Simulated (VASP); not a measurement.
## HC16 (a cell with a defect): single point with LDA

HC16 (a cell with a defect):

```xyz
17
Lattice="0.0000 3.5700 3.5700 3.5700 0.0000 3.5700 3.5700 3.5700 0.0000" Properties=species:S:1:pos:R:3 pbc="T T T"
C    -0.0956    0.0223    0.2366
C     0.8044    0.8904    1.0179
C     1.7497    1.8394    0.0933
C     2.6634    2.6957    1.0097
C     1.7466   -0.0236    1.9790
C     2.6451    0.8929    2.8496
C     3.5531    1.7729    1.9539
C     4.4160    2.6514    2.8422
C    -0.0115    1.8823    1.9944
C     0.9661    2.6407    2.7439
C     1.7558    3.5169    1.9628
C     2.6694    4.5402    2.9115
C     1.7260    1.7687    3.6859
C     2.6285    2.6509    4.5993
C     3.5032    3.6057    3.7833
C     4.3809    4.3321    4.6878
H     1.6363    4.0101    3.3615
```

```json
{"Program": "VASP 6.6.1", "Task": "single point", "Functional": "LDA", "Potentials or basis": "VASP PAW LDA potentials, release 64 (C, H)", "Cutoff": "520 eV", "k mesh": "3 × 3 × 3", "Occupations": "fermi-dirac, width 0.05 eV", "Spin": "collinear spin, zero start", "Starting moments": "[0.0, 0.0, 0.0, 0.0, 0.0, 0.0, 0.0, 0.0, 0.0, 0.0, 0.0, 0.0, 0.0, 0.0, 0.0, 0.0, 0.0] μB"}
```

```
Pressure                                              : 8.1 GPa
Largest force                                         : 5.355 eV/Å
Net moment                                            : 0.00 μB per cell
Valence electrons inside the program's atomic spheres : C 2.61, 2.53, 2.62, 2.60, 2.58, 2.56, 2.59, 2.67, 2.55; H 0.64
```

Forces on the atoms (eV/Å):
```
C    1.175  0.881 -3.069
C    1.585  0.653  2.988
C   -0.579  0.411  3.705
C   -0.632 -1.254  2.156
C   -0.604  0.806 -1.808
C   -0.850 -0.548  0.001
C   -0.879 -0.825 -0.128
C   -0.241  2.131 -1.072
C   -0.520 -2.852 -3.491
C   -3.292 -0.443  4.201
C    1.876  1.360 -3.218
C    0.996 -1.327 -2.155
C    1.423 -1.283  1.801
C   -0.803  1.283  1.484
C    0.391 -2.548 -1.042
C    1.794  4.690 -1.259
H   -0.840 -1.139  0.907
```

Stress tensor (GPa, compression positive):
```
 7.76  3.33 -7.57
 3.33  7.53  7.05
-7.57  7.05  8.94
```

Levels at points of the mesh, in eV from the Fermi level:
Spin up:
```csv
k point,band 30,band 31,band 32,band 33,band 34,band 35
"(0.00, 0.00, 0.00)",-3.65,-3.28,-2.34,-1.23,-0.24,0.42
```
Spin down:
| k point | band 29 | band 30 | band 31 | band 32 | band 33 | band 34 | band 35 | band 36 |
| --- | --- | --- | --- | --- | --- | --- | --- | --- |
| (0.00, 0.00, 0.00) | -5.17 | -3.65 | -3.28 | -2.34 | -1.23 | -0.24 | 0.42 | 0.91 |

Run time: 4.2 min on 1 thread of Intel Xeon 6975P-C, on a shared host, peak memory 0.25 GiB.

Caveat: the k points lie up to 0.51 Å⁻¹ apart.
